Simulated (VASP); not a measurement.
ZnS:

```
Zn S
1.0
     0.00000    2.62081    2.62081
     2.62081    0.00000    2.62081
     2.62081    2.62081    0.00000
Zn S
1 1
Direct
  0.00000 0.00000 0.00000
  0.25000 0.25000 0.25000
```

This cell differs from its parent crystal: strain -2.7%.

Program: VASP 6.6.1. Alike in all runs: task single point; potentials or basis VASP PAW PBE potentials, release 64 (Zn, S); no spin polarisation; cell as given; cutoff (eV) 520.

Problem. Order these runs on this cell by their band gap on the k mesh, lowest first.
A. level PBE; k mesh 8 × 8 × 8; smearing fermi-dirac 0.02 eV
B. level r2SCAN; k mesh 8 × 8 × 8; smearing gaussian 0.01 eV
C. level HSE06; k mesh 6 × 6 × 6; smearing gaussian 0.01 eV; grid for exact exchange (PRECFOCK) Normal; share of exact exchange 0.25; screening parameter 0.2079 1/Å

Solution. A (2.53 eV), B (3.11 eV), C (3.77 eV).

A k mesh can miss the band edges.
